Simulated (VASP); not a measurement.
# Zn5BiO (P1) in VASP: a series of runs

The runs below take Zn5BiO through single point, with PBE.

Everything below comes from runs of VASP 6.6.1. Logs are shortened: lines on timing, memory, paths and dates and some standing lists are left out, and cuts for length are marked.

### Step 1. The cell of the first run

The typed cell holds 7 atoms: a = 5.025 Å, b = 5.176 Å, c = 5.156 Å, α = 86.68°, β = 97.60°, γ = 83.42°.

### Step 2. Single point, PBE

INCAR

```
SYSTEM = Zn5BiO
ALGO = Normal
EDIFF = 1E-6
ENCUT = 520
GGA = PE
ISIF = 2
ISMEAR = 0
LASPH = .True.
LCHARG = .False.
LREAL = .False.
LWAVE = .False.
NBANDS = 50
NELM = 100
PREC = Accurate
SIGMA = 0.2
```

KPOINTS

```
k-points
0
Gamma
  4 4 4
  0 0 0
```

POSCAR

```
Zn5BiO
1.0
    0.2989691663     -0.3406453762      5.0043922054
    5.1647656685      0.1573886373      0.2974236247
    0.1625688449      5.1416310966     -0.3445497416
Zn Bi O
5 1 1
Direct
    0.5948383753      0.1585710039      0.5914413616
    0.4510296091      0.7530486574      0.3359232285
    0.3434306457      0.3274544699      0.0680731390
    0.3754111050      0.7870056341      0.8155071698
    0.7979022141     -0.0001070293      1.1029701552
    1.0156118928      0.4791544180      0.5192741851
    0.1711515082     -0.0051271538      1.0668107608
```

Potentials or basis: VASP PAW PBE potentials, release 64 (Zn, Bi_d, O).

Run with:

```bash
cat potpaw_PBE.64/Zn/POTCAR potpaw_PBE.64/Bi_d/POTCAR potpaw_PBE.64/O/POTCAR > POTCAR
mpirun -np 1 vasp_std > vasp.out
```

OUTCAR:

```text
SYSTEM = Zn5BiO
   EDIFF = 1E-6
   ENCUT = 520
   GGA = PE
   ISIF = 2
   ISMEAR = 0
   LASPH = .True.
   LREAL = .False.
   NELM = 100
   PREC = Accurate

 ion  position               nearest neighbor table
   1  0.595  0.159  0.591-   4 2.61   2 2.66   5 2.74   3 2.87   6 2.88   5 2.96   3 3.04   6 3.15

   2  0.451  0.753  0.336-   7 2.09   4 2.56   5 2.65   4 2.65   1 2.66   3 2.73   6 2.97   6 3.03

   3  0.343  0.327  0.068-   7 2.01   5 2.66   4 2.68   2 2.73   1 2.87   1 3.04   6 3.09   6 3.11

   4  0.375  0.787  0.816-   7 2.04   2 2.56   1 2.61   2 2.65   3 2.68   5 2.79   6 2.89
   5  0.798  1.000  0.103-   7 1.91   2 2.65   3 2.66   1 2.74   4 2.79   1 2.96   6 3.33
   6  0.016  0.479  0.519-   1 2.88   4 2.89   2 2.97   2 3.03   3 3.09   3 3.11   1 3.15   5 3.33

   7  0.171  0.995  0.067-   5 1.91   3 2.01   4 2.04   2 2.09

  LATTYP: Found a triclinic cell.
 ALAT       =     5.1557262813
 B/A-ratio  =     1.4574360998
 C/A-ratio  =     1.8229909287
 COS(alpha) =     0.0034222314
 COS(beta)  =     0.5873610483
 COS(gamma) =     0.7260526092

  Lattice vectors:

 A1 = (   0.1625688449,   5.1416310966,  -0.3445497416)
 A2 = (   5.3273345134,   5.2990197339,  -0.0471261169)
 A3 = (  -5.3011659899,   5.3248878355,  -5.6463655717)

Analysis of symmetry for initial positions (statically):
=====================================================================
 Subroutine PRICEL returns:
 Original cell was already a primitive cell.

 Routine SETGRP: Setting up the symmetry group for a
 triclinic supercell.

 Subroutine GETGRP returns: Found  1 space group operations
 (whereof  1 operations were pure point group operations)
 out of a pool of  2 trial point group operations.

The static configuration has the point symmetry C_1 .

Analysis of symmetry for dynamics (positions and initial velocities):
=====================================================================
 Subroutine PRICEL returns:
 Original cell was already a primitive cell.

 Routine SETGRP: Setting up the symmetry group for a
 triclinic supercell.

 Subroutine GETGRP returns: Found  1 space group operations
 (whereof  1 operations were pure point group operations)
 out of a pool of  2 trial point group operations.

The dynamic configuration has the point symmetry C_1 .

 Subroutine INISYM returns: Found  1 space group operations
 (whereof  1 operations are pure point group operations),
 and found     1 'primitive' translations

----------------------------------------------------------------------------------------

                                     Primitive cell

  volume of cell :     131.6691

  direct lattice vectors                    reciprocal lattice vectors
     0.298969166 -0.340645376  5.004392205    -0.012026136  0.013882301  0.201487882
     5.164765669  0.157388637  0.297423625     0.194528285 -0.006961146 -0.012095223
     0.162568845  5.141631097 -0.344549742    -0.006751396  0.195623632  0.013719297

  length of vectors
     5.024874444  5.175716028  5.155726281     0.202323288  0.195028218  0.196220299

  position of ions in fractional coordinates (direct lattice)
     0.594838375  0.158571004  0.591441362
     0.451029609  0.753048657  0.335923229
     0.343430646  0.327454470  0.068073139
     0.375411105  0.787005634  0.815507170
     0.797902214  0.999892971  0.102970155
     0.015611893  0.479154418  0.519274185
     0.171151508  0.994872846  0.066810761

  ion indices of the primitive-cell ions
   primitive index   ion index
                 1           1
                 2           2
                 3           3
                 4           4
                 5           5
                 6           6
                 7           7

----------------------------------------------------------------------------------------

 KPOINTS: k-points

Automatic generation of k-mesh.
 Grid dimensions read from file:
 generate k-points for:    4    4    4

 Generating k-lattice:

  Cartesian coordinates                     Fractional coordinates (reciprocal lattice)
    -0.003006534  0.003470575  0.050371970     0.250000000  0.000000000  0.000000000
     0.048632071 -0.001740287 -0.003023806    -0.000000000  0.250000000 -0.000000000
    -0.001687849  0.048905908  0.003429824    -0.000000000 -0.000000000  0.250000000

  Length of vectors
     0.050580822  0.048757055  0.049055075

  Shift w.r.t. Gamma in fractional coordinates (k-lattice)
     0.000000000  0.000000000  0.000000000

 Subroutine IBZKPT returns following result:
 ===========================================

 Found     36 irreducible k-points:

 Following reciprocal coordinates:
            Coordinates               Weight
  0.000000  0.000000  0.000000      1.000000
  0.250000  0.000000  0.000000      2.000000
  0.500000  0.000000  0.000000      1.000000
  0.000000  0.250000 -0.000000      2.000000
  0.250000  0.250000  0.000000      2.000000
  0.500000  0.250000  0.000000      2.000000
[... 16 lines left out ...]
 -0.000000 -0.250000  0.250000      2.000000
  0.250000 -0.250000  0.250000      2.000000
 [... further k-points ...]
   k-points           NKPTS =     36   k-points in BZ     NKDIM =     36   number of bands    NBANDS=     50
   number of dos      NEDOS =    301   number of ions     NIONS =      7
   total plane-waves  NPLWV =  64000
   dimension x,y,z NGX =    40 NGY =   40 NGZ =   40
   dimension x,y,z NGXF=    80 NGYF=   80 NGZF=   80
   ions per type =               5   1   1
   NGX,Y,Z   is equivalent  to a cutoff of  13.23, 12.85, 12.90 a.u.
   NGXF,Y,Z  is equivalent  to a cutoff of  26.47, 25.70, 25.80 a.u.
 SYSTEM =  Zn5BiO
   PREC   = accura    normal or accurate (medium, high low for compatibility)
   ISTART =      0    job   : 0-new  1-cont  2-samecut
   ICHARG =      2    charge: 1-file 2-atom 10-const
   ISPIN  =      1    spin polarized calculation?
   LNONCOLLINEAR =      F non collinear calculations
   LSORBIT =      F    spin-orbit coupling
   LASPH  =      T    aspherical Exc in radial PAW
   ENCUT  =  520.0 eV  38.22 Ry    6.18 a.u.   9.34  9.62  9.59*2*pi/ulx,y,z
   NELM   =    100;   NELMIN=  2; NELMDL= -5     # of ELM steps
   EDIFF  = 0.1E-05   stopping-criterion for ELM
   LREAL  =      F    real-space projection
   EDIFFG = 0.1E-04   stopping-criterion for IOM
   NSW    =      0    number of steps for IOM
   IBRION =     -1    ionic relax: 0-MD 1-quasi-New 2-CG
   NFREE  =      0    steps in history (QN), initial steepest desc. (CG)
   ISIF   =      2    stress and relaxation
   ISYM   =      2    0-nonsym 1-usesym 2-fastsym
   POTIM  = 0.5000    time-step for ionic-motion
   TEBEG  =    0.0;   TEEND  =   0.0 temperature during run
   PSTRESS=    0.0 pullay stress
   NELECT =      81.0000    total number of electrons
   NUPDOWN=      -1.0000    fix difference up-down
   EMIN   =  10.00;   EMAX   =-10.00  energy-range for DOS
   EFERMI =   0.00;   METHOD = LEGACY
   ISMEAR =     0;   SIGMA  =   0.20  broadening in eV -4-tet -1-fermi 0-gaus
   EFERMI_NEDOS =   21; number of points for ismear=-14 and -15
   IALGO  =     38    algorithm
   IMIX   =      4    mixing-type and parameters
     AMIX     =   0.40;   BMIX     =  1.00
     AMIX_MAG =   1.60;   BMIX_MAG =  1.00
  volume/ion in A,a.u.               =      18.81       126.94
  Fermi-wavevector in a.u.,A,eV,Ry     =   1.392329  2.631120 26.375981  1.938580
  Thomas-Fermi vector in A             =   2.516082
   LORBIT       =      0    0 simple, 1 ext, 2 COOP (PROOUT), +10 PAW based schemes
   GGA     = PE    functional components
   LHFCALC =     F    Hartree Fock is set to
   AEXX    =    0.0000 exact exchange contribution
   IVDW    =     0    specifies the selected vdW correction
   LEPSILON=     F    determine dielectric tensor
   LRPA    =     F    only Hartree local field effects (RPA)
 non-spin polarized calculation
 Gauss-broadening in eV      SIGMA  =   0.20
  energy-cutoff  :      520.00
  volume of cell :      131.67
 maximum number of plane-waves:      3565
 NGX is ok and might be reduce to    40
   NGX = 19   NGY = 19   NGZ = 19

 number of electron      80.9999989 magnetization

 Free energy of the ion-electron system (eV)
  ---------------------------------------------------
  ext. energy  EPLUGINS =         0.00000000
  ---------------------------------------------------
  free energy    TOTEN  =       -15.71623415 eV

  energy without entropy =      -15.68346537  energy(sigma->0) =      -15.69984976

 E-fermi :   3.2310     XC(G=0): -10.3519

 val. band max:        3.2092704853   @ k =   0.2500   0.0000   0.2500
 cond. band min:       3.2889737279   @ k =   0.2500   0.2500   0.2500
 fundamental gap:      0.0797032426
 Fermi energy:         3.2310301151

 k-point     1 :       0.0000    0.0000    0.0000
  band No.  band energies     occupation
      1     -19.4823      2.00000
      2     -19.4778      2.00000
      3     -19.4673      2.00000
      4     -19.4393      2.00000
      5     -19.4349      2.00000
      6     -15.6258      2.00000
[... 42 lines left out ...]
     49       8.4144      0.00000
     50       8.9195      0.00000

 k-point     2 :       0.2500    0.0000    0.0000
  band No.  band energies     occupation
      1     -19.4822      2.00000
      2     -19.4770      2.00000
      3     -19.4673      2.00000
      4     -19.4392      2.00000
      5     -19.4348      2.00000
      6     -15.6121      2.00000
[... 42 lines left out ...]
     49       8.8750      0.00000
     50       9.3741      0.00000

 k-point     3 :       0.5000    0.0000    0.0000
  band No.  band energies     occupation
      1     -19.4825      2.00000
      2     -19.4759      2.00000
      3     -19.4672      2.00000
      4     -19.4392      2.00000
      5     -19.4348      2.00000
      6     -15.5983      2.00000
[... 42 lines left out ...]
     49       9.4084      0.00000
     50       9.8028      0.00000

 k-point     4 :       0.0000    0.2500   -0.0000
  band No.  band energies     occupation
      1     -19.4825      2.00000
      2     -19.4776      2.00000
      3     -19.4673      2.00000
      4     -19.4395      2.00000
      5     -19.4342      2.00000
      6     -15.6195      2.00000
[... 999 lines left out ...]
 k-point    23 :      -0.0000   -0.2500    0.2500
  band No.  band energies     occupation
      1     -19.4824      2.00000
      2     -19.4774      2.00000
      3     -19.4675      2.00000
      4     -19.4398      2.00000
      5     -19.4336      2.00000
      6     -15.6153      2.00000
[... 42 lines left out ...]
     49       9.1442      0.00000
     50       9.7506      0.00000

 k-point    24 :       0.2500   -0.2500    0.2500
  band No.  band energies     occupation
      1     -19.4824      2.00000
      2     -19.4765      2.00000
      3     -19.4675      2.00000
      4     -19.4397      2.00000
      5     -19.4336      2.00000
      6     -15.6021      2.00000
[... 42 lines left out ...]
     49       8.4937      0.00000
     50       9.1359      0.00000

 [... further k-points ...]

------------------------ aborting loop because EDIFF is reached ----------------------------------------

  FORCE on cell =-STRESS in cart. coord.  units (eV):
  Direction    XX          YY          ZZ          XY          YZ          ZX
  --------------------------------------------------------------------------------------
  -------------------------------------------------------------------------------------
  Total        0.2247225      0.1942995      0.3338780      0.0255557     -0.0453593      0.0181490
  in kB        2.7344704      2.3642768      4.0626971      0.3109669     -0.5519413      0.2208408
  external PRESSURE =       3.0538147 kB  Pullay stress =       0.0000000 kB

 VOLUME and BASIS-vectors are now :
 -----------------------------------------------------------------------------
  energy-cutoff  :      520.00
  volume of cell :      131.67
      direct lattice vectors                 reciprocal lattice vectors
     0.298969166 -0.340645376  5.004392205    -0.012026136  0.013882301  0.201487882
     5.164765669  0.157388637  0.297423625     0.194528285 -0.006961146 -0.012095223
     0.162568845  5.141631097 -0.344549742    -0.006751396  0.195623632  0.013719297

 POSITION                                       TOTAL-FORCE (eV/Angst)
 -----------------------------------------------------------------------------------
      1.09297      2.86330      2.82019         0.007894     -0.000619      0.003060
      4.07877      1.69207      2.36536        -0.024088      0.018104      0.020162
      1.80497      0.28456      1.79260         0.048273     -0.000352      0.020452
      4.30951      4.18902      1.83180        -0.034310     -0.033062      0.017345
      5.41950      0.41500      4.25493        -0.006088      0.019406     -0.085255
      2.56381      2.74001      0.04172         0.003870     -0.000725      0.000367
      5.20032      0.44180      1.12939         0.004450     -0.002752      0.023869
 -----------------------------------------------------------------------------------
    total drift:                                0.000211      0.000449      0.000503

  FREE ENERGIE OF THE ION-ELECTRON SYSTEM (eV)
  ---------------------------------------------------
  free  energy   TOTEN  =       -15.7162341518 eV

  energy  without entropy=      -15.6834653693  energy(sigma->0) =      -15.69984976
```

Wall time 2.2 min (1 thread of Intel Xeon 6975P-C (Granite Rapids), shared host); peak memory 0.36 GiB.

What came out:

```yaml
Free_energy: -15.7162 eV
Pressure: 0.3 GPa
Largest_force: 0.088 eV/Å
Band_gap_on_the_k_mesh: zero (an odd number of electrons rules out a gap without spin polarisation)
```

Forces on the atoms (eV/Å):
```
Zn   0.008 -0.001  0.003
Zn  -0.024  0.018  0.020
Zn   0.048  0.000  0.020
Zn  -0.034 -0.033  0.017
Zn  -0.006  0.019 -0.085
Bi   0.004 -0.001  0.000
O    0.004 -0.003  0.024
```

Caveat: spin-orbit coupling is left out, which moves the levels of the heavy elements.

### Step 3. Single point, PBE

This run uses another cell than the first one, of 17.69 Å³/atom.

INCAR

```
SYSTEM = Zn5BiO
PREC = Accurate
ENCUT = 520
EDIFF = 1E-6
ISMEAR = 0
SIGMA = 0.2
LREAL = .FALSE.
LASPH = .TRUE.
NELM = 100
ALGO = Normal
ISIF = 2
LWAVE = .FALSE.
LCHARG = .FALSE.
GGA = PE
NBANDS = 50
```

KPOINTS

```
regular mesh
0
G
  6 6 2
  0 0 0
```

POSCAR

```
Zn5BiO
1.0
    3.2435063216      0.1162106711      0.1509467427
   -1.5184826948      2.8401796963     -0.1248487671
    0.6512901066     -0.2303149054     13.2245926891
Zn Bi O
5 1 1
Direct
    0.2821813420      0.7539707171      0.4697244613
    0.7374703976      0.2770136634      0.6644877597
    0.0247288941      0.0996827256      0.3251130853
    0.7281118831      0.4209433700      0.1838730082
    0.0697296437      1.0011286688      0.8055450755
    0.4235257797      0.7056069806      0.9933865803
   -0.2657479402     -0.2583461257      0.5678700296
```

Potentials or basis: VASP PAW PBE potentials, release 64 (Zn, Bi_d, O).

Run with:

```bash
cat potpaw_PBE.64/Zn/POTCAR potpaw_PBE.64/Bi_d/POTCAR potpaw_PBE.64/O/POTCAR > POTCAR
mpirun -np 1 vasp_std > vasp.out
```

It took 2.3 min on 1 thread of Intel Xeon 6975P-C (Granite Rapids), shared host; peak memory 0.35 GiB.

It converged, with:

- Free energy: -15.7910 eV
- Pressure: 0.3 GPa
- Largest force: 0.050 eV/Å
- Band gap on the k mesh: zero (an odd number of electrons rules out a gap without spin polarisation)

Forces on the atoms (eV/Å):
```
Zn  -0.002  0.006 -0.036
Zn   0.002  0.004  0.050
Zn  -0.002 -0.005  0.000
Zn  -0.001  0.000 -0.012
Zn   0.006 -0.003  0.002
Bi   0.001  0.003 -0.008
O   -0.004 -0.005  0.003
```

Stress tensor (GPa, compression positive):
```
 0.33 -0.01  0.11
-0.01  0.30 -0.06
 0.11 -0.06  0.24
```

Levels at points of the mesh, in eV from the Fermi level:
| k point | band 38 | band 39 | band 40 | band 41 | band 42 | band 43 |
| --- | --- | --- | --- | --- | --- | --- |
| (0.00, 0.00, 0.00) | -2.63 | -2.57 | 0.92 | 1.20 | 5.19 | 5.84 |
| (0.50, 0.00, 0.00) | -2.89 | -2.38 | -1.89 | -1.04 | 0.32 | 1.52 |
| (0.00, 0.50, 0.00) | -2.83 | -2.36 | -2.00 | -0.56 | 0.09 | 1.07 |
| (0.50, 0.50, 0.00) | -2.44 | -1.84 | -1.64 | -0.17 | 0.45 | 1.13 |
| (0.00, 0.00, 0.50) | -2.57 | -1.75 | -0.71 | 2.96 | 4.17 | 5.19 |
| (0.50, 0.00, 0.50) | -2.88 | -2.48 | -1.91 | -0.53 | -0.07 | 0.97 |
| (0.00, 0.50, 0.50) | -2.83 | -2.44 | -1.72 | -0.75 | -0.08 | 1.55 |
| (0.50, 0.50, 0.50) | -2.51 | -1.92 | -1.41 | -0.39 | 0.56 | 1.14 |

Caveat: the k points lie up to 0.36 Å⁻¹ apart, too coarse for converged energies and pressures of a metal; spin-orbit coupling is left out, which moves the levels of the heavy elements.

The gap in the log of VASP goes by the Fermi energy; the results here count the filled bands.